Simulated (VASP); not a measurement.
Runs of VASP 6.6.1 on NiO. The structure is that of space group Fm-3m (No. 225), or close to it. The cells are those of the table. 

```tsv
task	cell	k mesh	cutoff (eV)	gap on the mesh (eV)	pressure (GPa)	moment (μB)
single point	a = 2.958 Å, angles 60.0°, 2 atoms	8 × 8 × 8	520	none	4.9	(a)
single point	a = 2.982 Å, angles 60.0°, 2 atoms	8 × 8 × 8	520	none	0.0	1.84
relaxation of cell and atoms	relaxed from a = 2.958 Å, angles 60.0°, 2 atoms	8 × 8 × 8	600	none	0.0	1.84
single point	a = 2.981 Å, angles 60.0°, 2 atoms	22 × 22 × 22	520	none	-0.5	1.77
```

Alike in all rows: level PBE; potentials or basis VASP PAW PBE potentials, release 64 (Ni, O); spin collinear, ferromagnetic start; smearing gaussian 0.1 eV.

Question: Fill in the values left out.

Answer: (a) 1.81.

Caveats: a cell with one magnetic atom can't hold antiferromagnetic order, which such compounds often take; semilocal functionals often make such compounds metallic where correlation or magnetic order opens a gap, which also shifts bond lengths; the cell stands under pressure (at least some runs).

A gap of «none» marks levels without a gap at the run's occupations.
